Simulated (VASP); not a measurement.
Runs of VASP 6.6.1 on Ir. The structure is that of space group Pm-3m (No. 221), or close to it. The cells are those of the table. This isn't the form of Ir at room conditions, which is fcc.

```csv
cell,gap on the mesh (eV),pressure (GPa)
"a = 2.546 Å, 1 atom",none,21.0
"a = 2.582 Å, 1 atom",none,9.0
"a = 2.508 Å, 1 atom",none,36.3
"a = 2.617 Å, 1 atom",none,(a)
```

Alike in all rows: task single point; level BLYP; potentials or basis VASP PAW PBE potentials, release 64 (Ir_sv_GW); no spin polarisation; k mesh 13 × 13 × 13; cutoff (eV) 560; smearing fermi-dirac 0.1 eV.

Task: Fill in the values left out.

Result: (a) -0.5.

Caveats: the PAW data sets were made with another functional, which shifts forces and pressure a little; spin-orbit coupling is left out, which moves the levels of the heavy elements; the cell stands under pressure (at least some runs).

A k mesh can miss the band edges, and the runs leave out spin-orbit coupling on Ir.

A gap of «none» marks levels without a gap at the run's occupations.
